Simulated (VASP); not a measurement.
Write the native input for VASP 6.6.1 that does the following.

| Quantity | Value |
| --- | --- |
| Task | relaxation of cell and atoms |
| Functional | PBE |
| Potentials or basis | VASP PAW PBE potentials, release 64 (Ga_d, C) |
| Cutoff | 600 eV |
| k mesh | 12 × 12 × 8 |
| Occupations | gaussian, width 0.1 eV |
| Spin | no spin polarisation |
| Dipole correction | no |
| Further INCAR settings | ALGO = Normal; EDIFF = 1e-06; IBRION = 2; EDIFFG = -0.01; NSW = 100; ISIF = 3 |

The structure of Ga2C3 lies in POSCAR:

```
Ga2C3
1.0
    3.4617537434      0.0000000000      0.0000000000
   -1.7308768717      2.9979666835      0.0000000000
    0.0000000000      0.0000000000      5.5113588299
Ga C
2 3
Direct
    0.3333333333      0.6666666667      0.2864754829
    0.6666666667      0.3333333333      0.7135245171
    0.0000000000      0.0000000000      0.0000000000
    0.3333333333      0.6666666667      0.7280162158
    0.6666666667      0.3333333333      0.2719837842
```

One way to write it, as run:

INCAR

```
SYSTEM = Ga2C3
ALGO = Normal
EDIFF = 1E-6
EDIFFG = -0.01
ENCUT = 600
GGA = PE
IBRION = 2
ISIF = 3
ISMEAR = 0
LASPH = .True.
LCHARG = .False.
LREAL = .False.
LWAVE = .False.
NELM = 80
NSW = 100
PREC = Accurate
SIGMA = 0.1
```

KPOINTS

```
k-points
0
Gamma
  12 12 8
  0 0 0
```

Potentials or basis: VASP PAW PBE potentials, release 64 (Ga_d, C).

Run with:

```console
$ cat potpaw_PBE.64/Ga_d/POTCAR potpaw_PBE.64/C/POTCAR > POTCAR
$ mpirun -np 1 vasp_std > vasp.out
```

Results of the run:

- Relaxed volume: 11.41 Å³/atom
- Relaxed cell: a = 3.462 Å, b = 3.462 Å, c = 5.499 Å, α = 90.00°, β = 90.00°, γ = 120.00°
- Space group after relaxing (to 0.1 Å): P-3m1 (No. 164)
- Energy gained by relaxing: 0.0 meV/atom
- Ionic steps: 5
- Pressure after relaxing: 0.1 GPa
- Band gap on the k mesh: zero (bands 19 and 20 overlap by 0.28 eV)

It took 20 min on 1 thread of Intel Xeon 8259CL (shared host), peak memory 0.29 GiB.
